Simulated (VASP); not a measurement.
Crystal: TePb.

```
Te Pb
1.0
     0.00000    3.23100    3.23100
     3.23100    0.00000    3.23100
     3.23100    3.23100    0.00000
Te Pb
1 1
Direct
  0.50000 0.50000 0.50000
  0.00000 0.00000 0.00000
```

Base run:

| Item | Value |
| --- | --- |
| Program | VASP 6.6.1 |
| Functional | PBE |
| Potentials or basis | VASP PAW PBE potentials, release 64 (Te, Pb_d) |
| Cutoff | 520 eV |
| k mesh | 5 × 5 × 5 |
| Occupations | gaussian, width 0.01 eV |
| Spin | no spin polarisation |

Its results: pressure 2.1 GPa.

Task: The run is repeated on the same cell with these changes: functional from PBE to PBEsol. What comes out?

Result: Pressure -0.4 GPa.

PBEsol binds more tightly than PBE, so the same cell stands under less pressure.

Caveats: the PAW data sets were made with another functional, which shifts forces and pressure a little (some runs).
